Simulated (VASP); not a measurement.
# Sc (P6_3/mmc) in VASP: further runs, part 2 of 2

VASP 6.6.1. Earlier steps stand in the parts before.

**3. Single point, r2SCAN**

This run uses another cell than the first one, of 21.60 Å³/atom.

The input, POSCAR:

```
Sc
1.0
    3.1851418670      0.0000000000      0.0000000000
   -1.5925709335      2.7584137715      0.0000000000
    0.0000000000      0.0000000000      4.9160073359
Sc
2
Direct
    0.3333333333      0.6666666667      0.2500000000
    0.6666666667      0.3333333333      0.7500000000
```

The input, INCAR.step1:

```
PREC = Accurate
ENCUT = 520
ISMEAR = -1
SIGMA = 0.08
LREAL = F
LASPH = T
NELM = 100
NBANDS = 18
GGA = PE
ALGO = Normal
EDIFF = 1E-4
LWAVE = T
LCHARG = F
```

The input, INCAR.step2:

```
PREC = Accurate
ENCUT = 520
EDIFF = 1E-6
ISMEAR = -1
SIGMA = 0.08
LREAL = F
LASPH = T
NELM = 100
ALGO = Normal
ISIF = 2
LWAVE = F
LCHARG = F
METAGGA = R2SCAN
LMIXTAU = T
NBANDS = 18
ISTART = 1
```

The input, KPOINTS:

```
regular mesh
0
Gamma
  16 16 10
```

Potentials or basis: VASP PAW PBE potentials, release 64 (Sc_sv).

On the command line:

```bash
$ cat potpaw_PBE.64/Sc_sv/POTCAR > POTCAR
$ cp INCAR.step1 INCAR
$ mpirun -np 1 vasp_std > vasp.out
$ cp INCAR.step2 INCAR
$ mpirun -np 1 vasp_std > vasp.out
```

OUTCAR:

```text
PREC = Accurate
   ENCUT = 520
   EDIFF = 1E-6
   ISMEAR = -1
   LREAL = F
   LASPH = T
   NELM = 100
   ISIF = 2
   METAGGA = R2SCAN
   ISTART = 1

 ion  position               nearest neighbor table
   1  0.333  0.667  0.250-   2 3.07   2 3.07   2 3.07   2 3.07   2 3.07   2 3.07
   2  0.667  0.333  0.750-   1 3.07   1 3.07   1 3.07   1 3.07   1 3.07   1 3.07

  LATTYP: Found a hexagonal cell.
 ALAT       =     3.1851418670
 C/A-ratio  =     1.5434186423

  Lattice vectors:

 A1 = (   3.1851418670,   0.0000000000,   0.0000000000)
 A2 = (  -1.5925709335,   2.7584137715,   0.0000000000)
 A3 = (   0.0000000000,   0.0000000000,   4.9160073359)

Analysis of symmetry for initial positions (statically):
=====================================================================
 Subroutine PRICEL returns:
 Original cell was already a primitive cell.

 Routine SETGRP: Setting up the symmetry group for a
 hexagonal supercell.

 Subroutine GETGRP returns: Found 24 space group operations
 (whereof 12 operations were pure point group operations)
 out of a pool of 24 trial point group operations.

The static configuration has the point symmetry D_3d.
 The point group associated with its full space group is D_6h.

Analysis of symmetry for dynamics (positions and initial velocities):
=====================================================================
 Subroutine PRICEL returns:
 Original cell was already a primitive cell.

 Routine SETGRP: Setting up the symmetry group for a
 hexagonal supercell.

 Subroutine GETGRP returns: Found 24 space group operations
 (whereof 12 operations were pure point group operations)
 out of a pool of 24 trial point group operations.

The dynamic configuration has the point symmetry D_3d.
 The point group associated with its full space group is D_6h.

 Subroutine INISYM returns: Found 24 space group operations
 (whereof 12 operations are pure point group operations),
 and found     1 'primitive' translations

----------------------------------------------------------------------------------------

                                     Primitive cell

  volume of cell :      43.1917

  direct lattice vectors                    reciprocal lattice vectors
     3.185141867  0.000000000  0.000000000     0.313957758  0.181263596  0.000000000
    -1.592570934  2.758413771  0.000000000     0.000000000  0.362527192  0.000000000
     0.000000000  0.000000000  4.916007336     0.000000000  0.000000000  0.203417109

  length of vectors
     3.185141867  3.185141867  4.916007336     0.362527192  0.362527192  0.203417109

  position of ions in fractional coordinates (direct lattice)
     0.333333333  0.666666667  0.250000000
     0.666666667  0.333333333  0.750000000

  ion indices of the primitive-cell ions
   primitive index   ion index
                 1           1
                 2           2

----------------------------------------------------------------------------------------

 KPOINTS: regular mesh

Automatic generation of k-mesh.
 Grid dimensions read from file:
 generate k-points for:   16   16   10

 Generating k-lattice:

  Cartesian coordinates                     Fractional coordinates (reciprocal lattice)
     0.019622360  0.011328975  0.000000000     0.062500000  0.000000000  0.000000000
     0.000000000  0.022657950  0.000000000     0.000000000  0.062500000  0.000000000
     0.000000000  0.000000000  0.020341711     0.000000000  0.000000000  0.100000000

  Length of vectors
     0.022657950  0.022657950  0.020341711

  Shift w.r.t. Gamma in fractional coordinates (k-lattice)
     0.000000000  0.000000000  0.000000000

 Subroutine IBZKPT returns following result:
 ===========================================

 Found    180 irreducible k-points:

 Following reciprocal coordinates:
            Coordinates               Weight
  0.000000  0.000000  0.000000      1.000000
  0.062500  0.000000  0.000000      6.000000
  0.125000  0.000000  0.000000      6.000000
  0.187500 -0.000000  0.000000      6.000000
  0.250000  0.000000  0.000000      6.000000
  0.312500 -0.000000  0.000000      6.000000
[... 16 lines left out ...]
  0.187500  0.187500  0.000000      6.000000
  0.250000  0.187500  0.000000     12.000000
 [... further k-points ...]
   k-points           NKPTS =    180   k-points in BZ     NKDIM =    180   number of bands    NBANDS=     18
   number of dos      NEDOS =    301   number of ions     NIONS =      2
   total plane-waves  NPLWV =  23040
   dimension x,y,z NGX =    24 NGY =   24 NGZ =   40
   dimension x,y,z NGXF=    48 NGYF=   48 NGZF=   80
   ions per type =               2
   NGX,Y,Z   is equivalent  to a cutoff of  12.53, 12.53, 13.53 a.u.
   NGXF,Y,Z  is equivalent  to a cutoff of  25.05, 25.05, 27.05 a.u.
 SYSTEM =  unknown system
   PREC   = accura    normal or accurate (medium, high low for compatibility)
   ISTART =      1    job   : 0-new  1-cont  2-samecut
   ICHARG =      0    charge: 1-file 2-atom 10-const
   ISPIN  =      1    spin polarized calculation?
   LNONCOLLINEAR =      F non collinear calculations
   LSORBIT =      F    spin-orbit coupling
   LASPH  =      T    aspherical Exc in radial PAW
   ENCUT  =  520.0 eV  38.22 Ry    6.18 a.u.   5.92  5.92  9.14*2*pi/ulx,y,z
   NELM   =    100;   NELMIN=  2; NELMDL=  0     # of ELM steps
   EDIFF  = 0.1E-05   stopping-criterion for ELM
   LREAL  =      F    real-space projection
   EDIFFG = 0.1E-04   stopping-criterion for IOM
   NSW    =      0    number of steps for IOM
   IBRION =     -1    ionic relax: 0-MD 1-quasi-New 2-CG
   NFREE  =      0    steps in history (QN), initial steepest desc. (CG)
   ISIF   =      2    stress and relaxation
   ISYM   =      2    0-nonsym 1-usesym 2-fastsym
   POTIM  = 0.5000    time-step for ionic-motion
   TEBEG  =    0.0;   TEEND  =   0.0 temperature during run
   PSTRESS=    0.0 pullay stress
   NELECT =      22.0000    total number of electrons
   NUPDOWN=      -1.0000    fix difference up-down
   EMIN   =  10.00;   EMAX   =-10.00  energy-range for DOS
   EFERMI =   0.00;   METHOD = LEGACY
   ISMEAR =    -1;   SIGMA  =   0.08  broadening in eV -4-tet -1-fermi 0-gaus
   EFERMI_NEDOS =   21; number of points for ismear=-14 and -15
   IALGO  =     38    algorithm
   IMIX   =      4    mixing-type and parameters
     AMIX     =   0.40;   BMIX     =  1.00
     AMIX_MAG =   1.60;   BMIX_MAG =  1.00
  volume/ion in A,a.u.               =      21.60       145.74
  Fermi-wavevector in a.u.,A,eV,Ry     =   1.307421  2.470668 23.257117  1.709350
  Thomas-Fermi vector in A             =   2.438157
   LORBIT       =      0    0 simple, 1 ext, 2 COOP (PROOUT), +10 PAW based schemes
   METAGGA = R2SCAN    functional components
   LHFCALC =     F    Hartree Fock is set to
   AEXX    =    0.0000 exact exchange contribution
   IVDW    =     0    specifies the selected vdW correction
   LEPSILON=     F    determine dielectric tensor
   LRPA    =     F    only Hartree local field effects (RPA)
 non-spin polarized calculation
  energy-cutoff  :      520.00
  volume of cell :       43.19
 maximum number of plane-waves:      1178
 NGX is ok and might be reduce to    24
   NGX = 11   NGY = 11   NGZ = 19

 number of electron      21.9999992 magnetization

 Free energy of the ion-electron system (eV)
  ---------------------------------------------------
  ext. energy  EPLUGINS =         0.00000000
  ---------------------------------------------------
  free energy    TOTEN  =       -22.55114955 eV

  energy without entropy =      -22.48324288  energy(sigma->0) =      -22.51719622

 E-fermi :   4.5408     XC(G=0): -11.1898

 val. band max:        4.5382166014   @ k =   0.3125   0.1250   0.4000
 cond. band min:       4.5425783972   @ k =   0.1875   0.0625   0.0000
 fundamental gap:      0.0043617958
 Fermi energy:         4.5407636337

 k-point     1 :       0.0000    0.0000    0.0000
  band No.  band energies     occupation
      1     -46.6136      2.00000
      2     -46.4809      2.00000
      3     -24.6377      2.00000
      4     -24.0630      2.00000
      5     -24.0630      2.00000
      6     -23.9572      2.00000
[... 10 lines left out ...]
     17       7.4109      0.00000
     18       7.4109      0.00000
[... 463 lines left out ...]
 k-point    24 :       0.2500    0.1875    0.0000
  band No.  band energies     occupation
      1     -46.5268      2.00000
      2     -46.4659      2.00000
      3     -24.3928      2.00000
      4     -24.3729      2.00000
      5     -24.3233      2.00000
      6     -24.1807      2.00000
[... 10 lines left out ...]
     17       8.8564      0.00000
     18       9.3908      0.00000

 [... further k-points ...]

------------------------ aborting loop because EDIFF is reached ----------------------------------------

  FORCE on cell =-STRESS in cart. coord.  units (eV):
  Direction    XX          YY          ZZ          XY          YZ          ZX
  --------------------------------------------------------------------------------------
  -------------------------------------------------------------------------------------
  Total        2.7663170      2.7663170      2.7655960      0.0000000      0.0000000     -0.0000000
  in kB      102.6152267    102.6152267    102.5884822      0.0000000      0.0000000     -0.0000000
  external PRESSURE =     102.6063119 kB  Pullay stress =       0.0000000 kB

 VOLUME and BASIS-vectors are now :
 -----------------------------------------------------------------------------
  energy-cutoff  :      520.00
  volume of cell :       43.19
      direct lattice vectors                 reciprocal lattice vectors
     3.185141867  0.000000000  0.000000000     0.313957758  0.181263596  0.000000000
    -1.592570934  2.758413771  0.000000000     0.000000000  0.362527192  0.000000000
     0.000000000  0.000000000  4.916007336     0.000000000  0.000000000  0.203417109

 POSITION                                       TOTAL-FORCE (eV/Angst)
 -----------------------------------------------------------------------------------
     -0.00000      1.83894      1.22900        -0.000000      0.000000      0.000000
      1.59257      0.91947      3.68701         0.000000     -0.000000      0.000000
 -----------------------------------------------------------------------------------
    total drift:                                0.000000     -0.000000      0.000000

  FREE ENERGIE OF THE ION-ELECTRON SYSTEM (eV)
  ---------------------------------------------------
  free  energy   TOTEN  =       -22.5511495541 eV

  energy  without entropy=      -22.4832428842  energy(sigma->0) =      -22.51719622
```

OSZICAR.step1:

```text
N       E                     dE             d eps       ncg     rms          rms(c)
DAV:   1     0.349245885745E+03    0.34925E+03   -0.11091E+04  6480   0.134E+03
DAV:   2     0.583990190205E+01   -0.34341E+03   -0.33725E+03  7616   0.550E+02
DAV:   3    -0.131786766042E+02   -0.19019E+02   -0.18365E+02 10400   0.157E+02
DAV:   4    -0.135326163452E+02   -0.35394E+00   -0.35172E+00  9906   0.199E+01
DAV:   5    -0.135369777454E+02   -0.43614E-02   -0.43587E-02 10920   0.231E+00    0.871E+00
DAV:   6    -0.125319803295E+02    0.10050E+01   -0.21918E+00  8482   0.172E+01    0.278E+00
DAV:   7    -0.123879243200E+02    0.14406E+00   -0.60117E-01  8704   0.833E+00    0.765E-01
DAV:   8    -0.123788635288E+02    0.90608E-02   -0.19023E-02  8126   0.174E+00    0.194E-01
DAV:   9    -0.123781995051E+02    0.66402E-03   -0.35315E-03  9434   0.672E-01    0.183E-02
DAV:  10    -0.123782008058E+02   -0.13007E-05   -0.47684E-05  4572   0.119E-01
   1 F= -.12378201E+02 E0= -.12342021E+02  d E =-.723599E-01
```

Run time: 8.8 min. Hardware: 1 thread of Intel Xeon 8259CL, shared host; peak memory 0.25 GiB.

What came out:

```
Free energy            : -22.5511 eV
Pressure               : 10.3 GPa
Band gap on the k mesh : zero (bands 11 and 12 overlap by 1.90 eV)
```

Caveat: the cell stands under pressure; the PAW data sets were made with another functional, which shifts forces and pressure a little.
